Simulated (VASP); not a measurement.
# TaN (P-62m) in VASP: notebook, part 2 of 2

VASP 6.6.1. The steps go on from the part before.

### 3 Single point, PBE

This run uses another cell than the first one, of 11.34 Å³/atom, 0.991 times its volume.

The input, INCAR:

```
  PREC = Accurate
  ENCUT = 520
  EDIFF = 1E-6
  ISMEAR = 0
  SIGMA = 0.011
  LREAL = F
  LASPH = T
  NELM = 100
  ALGO = Normal
  ISIF = 2
  LWAVE = F
  LCHARG = F
  GGA = PE
  NBANDS = 33
```

The input, KPOINTS:

```
regular mesh
0
Gamma
  6 6 9
```

The input, POSCAR:

```
TaN
1.0
    5.1960000000      0.0000000000      0.0000000000
   -2.5980000000      4.4998679981      0.0000000000
    0.0000000000      0.0000000000      2.9110000000
Ta N
3 3
Direct
    0.0000000000      0.0000000000      0.0000000000
    0.6666666667      0.3333333333      0.5000000000
    0.3333333333      0.6666666667      0.5000000000
    0.0000000000      0.3928500000      0.0000000000
    0.6071500000      0.6071500000      0.0000000000
    0.3928500000      0.0000000000      0.0000000000
```

Potentials or basis: VASP PAW PBE potentials, release 64 (Ta_pv, N).

Launch:

```bash
$ cat potpaw_PBE.64/Ta_pv/POTCAR potpaw_PBE.64/N/POTCAR > POTCAR
$ mpirun -np 1 vasp_std > vasp.out
```

Wall time 92 s (1 thread of Intel Xeon Platinum 8375C at 2.90GHz (Ice Lake), shared host); peak memory 0.22 GiB.

The run converged. Its results:

| Quantity | Value |
| --- | --- |
| Free energy | -67.4649 eV |
| Pressure | 5.7 GPa |
| Largest force | 0.063 eV/Å |
| Band gap on the k mesh | zero (band 24 reaches 10.07 eV, above the bottom of band 25 at 7.00 eV) |

Forces on the atoms (eV/Å):
```
Ta   0.000  0.000  0.000
Ta   0.000  0.000  0.000
Ta   0.000  0.000  0.000
N   -0.031  0.054  0.000
N   -0.031 -0.054  0.000
N    0.063  0.000  0.000
```

Stress tensor (GPa, compression positive):
```
5.69 0.00 0.00
0.00 5.69 0.00
0.00 0.00 5.61
```

Levels at points of the mesh, in eV from the Fermi level:
```
           k point  band 20  band 21  band 22  band 23  band 24  band 25  band 26  band 27  band 28  band 29
(0.00, 0.00, 0.00)    -4.99    -4.24    -3.31    -1.89    -0.89    -0.89     0.62     0.62     1.86     1.94
(0.50, 0.00, 0.00)    -4.58    -3.87    -3.85    -2.81    -2.60     1.23     1.84     1.95     2.44     2.46
```

Caveat: spin-orbit coupling is left out, which moves the levels of the heavy elements.

### 4 Single point, PBE

This run uses another cell than the first one, of 11.34 Å³/atom, 0.991 times its volume.

The input, INCAR:

```
PREC = Accurate
ENCUT = 520
EDIFF = 1E-7
ISMEAR = -1
SIGMA = 0.05
LREAL = False
LASPH = True
NELM = 60
ALGO = Normal
ISIF = 2
LWAVE = False
LCHARG = True
GGA = PE
LELF = True
LVHAR = True
NBANDS = 33
```

KPOINTS is that of step 3.

POSCAR is that of step 3.

Launch:

```bash
$ cat potpaw_PBE.64/Ta_pv/POTCAR potpaw_PBE.64/N/POTCAR > POTCAR
$ mpirun -np 1 vasp_std > vasp.out
```

Wall time 100 s (1 thread of Intel Xeon Platinum 8375C at 2.90GHz (Ice Lake), shared host); peak memory 0.22 GiB.

The run converged. Its results:

| Item | Value |
| --- | --- |
| Free energy | -67.4696 eV |
| Pressure | 5.7 GPa |
| Largest force | 0.048 eV/Å |
| Band gap on the k mesh | zero (band 24 reaches 10.07 eV, above the bottom of band 25 at 7.01 eV) |

Forces on the atoms (eV/Å):
```
Ta   0.000  0.000  0.000
Ta   0.000  0.000  0.000
Ta   0.000  0.000  0.000
N   -0.024  0.042  0.000
N   -0.024 -0.042  0.000
N    0.048  0.000  0.000
```

Stress tensor (GPa, compression positive):
```
5.99 0.00 0.00
0.00 5.99 0.00
0.00 0.00 5.06
```

Levels at points of the mesh, in eV from the Fermi level:
```csv
k point,band 22,band 23,band 24,band 25,band 26,band 27
"(0.00, 0.00, 0.00)",-3.31,-1.88,-0.89,-0.89,0.62,0.62
"(0.50, 0.00, 0.00)",-3.85,-2.81,-2.60,1.23,1.84,1.95
```

Caveat: spin-orbit coupling is left out, which moves the levels of the heavy elements.

### 5 Single point, PBE

This run uses another cell than the first one, of 11.52 Å³/atom, 1.006 times its volume.

The input, INCAR:

```
SYSTEM = TaN
PREC = Accurate
ENCUT = 520
EDIFF = 1E-7
ISMEAR = -1
SIGMA = 0.05
LREAL = .False.
LASPH = .True.
NELM = 80
ALGO = Normal
ISIF = 2
LWAVE = .False.
LCHARG = .False.
GGA = PE
NBANDS = 33
```

The input, KPOINTS:

```
regular mesh
0
Gamma
  6 6 9
  0 0 0
```

The input, POSCAR:

```
TaN
1.0
    5.2275932559      0.0000000000      0.0000000000
   -2.6137966279      4.5272285602      0.0000000000
    0.0000000000      0.0000000000      2.9210022484
Ta N
3 3
Direct
    0.0000000000      0.0000000000      0.0000000000
    0.6666666667      0.3333333333      0.5000000000
    0.3333333333      0.6666666667      0.5000000000
    0.0000000000      0.3924682678      0.0000000000
    0.6075317322      0.6075317322      0.0000000000
    0.3924682678      0.0000000000      0.0000000000
```

Potentials or basis: VASP PAW PBE potentials, release 64 (Ta_pv, N).

Launch:

```bash
$ cat potpaw_PBE.64/Ta_pv/POTCAR potpaw_PBE.64/N/POTCAR > POTCAR
$ mpirun -np 1 vasp_std > vasp.out
```

OUTCAR:

```text
SYSTEM = TaN
   PREC = Accurate
   ENCUT = 520
   EDIFF = 1E-7
   ISMEAR = -1
   LREAL = .False.
   LASPH = .True.
   NELM = 80
   ISIF = 2
   GGA = PE

 ion  position               nearest neighbor table
   1  0.000  0.000  0.000-   4 2.05   5 2.05   6 2.05   3 3.35   2 3.35   2 3.35   3 3.35   3 3.35
                             3 3.35   2 3.35   2 3.35   2 3.35   2 3.35   3 3.35   3 3.35
   2  0.667  0.333  0.500-   4 2.17   4 2.17   6 2.17   6 2.17   5 2.17   5 2.17   3 3.02   3 3.02
                             3 3.02   1 3.35   1 3.35   1 3.35   1 3.35   1 3.35   1 3.35
   3  0.333  0.667  0.500-   6 2.17   6 2.17   4 2.17   4 2.17   5 2.17   5 2.17   2 3.02   2 3.02
[... 1076 lines left out ...]
  Total        0.3175158      0.3175158      0.2553275      0.0000000      0.0000000     -0.0000000
  in kB        7.3588468      7.3588468      5.9175525      0.0000000      0.0000000     -0.0000000
  external PRESSURE =       6.8784153 kB  Pullay stress =       0.0000000 kB

 VOLUME and BASIS-vectors are now :
 -----------------------------------------------------------------------------
  energy-cutoff  :      520.00
  volume of cell :       69.13
      direct lattice vectors                 reciprocal lattice vectors
     5.227593256  0.000000000  0.000000000     0.191292618  0.110442845  0.000000000
    -2.613796628  4.527228560  0.000000000     0.000000000  0.220885689  0.000000000
     0.000000000  0.000000000  2.921002248     0.000000000  0.000000000  0.342348247

 POSITION                                       TOTAL-FORCE (eV/Angst)
 -----------------------------------------------------------------------------------
      0.00000      0.00000      0.00000        -0.000000     -0.000000     -0.000000
      2.61380      1.50908      1.46050        -0.000000     -0.000000     -0.000000
     -0.00000      3.01815      1.46050         0.000000     -0.000000     -0.000000
     -1.02583      1.77679      0.00000        -0.002455      0.004252     -0.000000
      1.58796      2.75044      0.00000        -0.002455     -0.004252     -0.000000
      2.05166      0.00000      0.00000         0.004910      0.000000      0.000000
 -----------------------------------------------------------------------------------
    total drift:                               -0.000002     -0.000003      0.000000

  FREE ENERGIE OF THE ION-ELECTRON SYSTEM (eV)
  ---------------------------------------------------
  free  energy   TOTEN  =       -67.4916444337 eV

  energy  without entropy=      -67.4848365087  energy(sigma->0) =      -67.48824047
```

stdout:

```text
POSCAR found type information on POSCAR TaN
 POSCAR found :  2 types and       6 ions
 scaLAPACK will be used
 LDA part: xc-table for (Slater+PW92), standard interpolation
 POSCAR, INCAR and KPOINTS ok, starting setup
 FFT: planning ... GRIDC
 FFT: planning ... GRID_SOFT
 FFT: planning ... GRID
 WAVECAR not read
 entering main loop
```

Run time: 1.8 min. Hardware: 1 thread of Intel Xeon Platinum 8375C at 2.90GHz (Ice Lake), shared host; peak memory 0.21 GiB.

What came out:

```yaml
Free_energy: -67.4916 eV
Pressure: 0.7 GPa
Largest_force: 0.005 eV/Å
Band_gap_on_the_k_mesh: zero (band 24 reaches 9.91 eV, above the bottom of band 25 at 6.84 eV)
```

Forces in eV/Å, atoms in the order of the input:
```
Ta   0.000  0.000  0.000
Ta   0.000  0.000  0.000
Ta   0.000  0.000  0.000
N   -0.002  0.004  0.000
N   -0.002 -0.004  0.000
N    0.005  0.000  0.000
```

Stress tensor (GPa, compression positive):
```
0.74 0.00 0.00
0.00 0.74 0.00
0.00 0.00 0.59
```

Caveat: spin-orbit coupling is left out, which moves the levels of the heavy elements.

### 6 Overview

| cell | smearing | gap on the mesh (eV) | pressure (GPa) | largest force (eV/Å) |
| --- | --- | --- | --- | --- |
| a = 5.216, b = 5.216, c = 2.916 Å, angles 90.0, 90.0, 120.0°, 6 atoms | fermi-dirac 0.05 eV | none | 2.7 | - |
| a = 5.196, b = 5.196, c = 2.911 Å, angles 90.0, 90.0, 120.0°, 6 atoms | gaussian 0.011 eV | none | 5.7 | 0.06 |
| a = 5.196, b = 5.196, c = 2.911 Å, angles 90.0, 90.0, 120.0°, 6 atoms | fermi-dirac 0.05 eV | none | 5.7 | 0.05 |
| a = 5.228, b = 5.228, c = 2.921 Å, angles 90.0, 90.0, 120.0°, 6 atoms | fermi-dirac 0.05 eV | none | 0.7 | - |

Alike in all rows: task single point; level PBE; potentials or basis VASP PAW PBE potentials, release 64 (Ta_pv, N); no spin polarisation; k mesh 6 × 6 × 9; cutoff (eV) 520.

Caveats: spin-orbit coupling is left out, which moves the levels of the heavy elements.

Absolute energies hang on the potentials; compare differences alone.
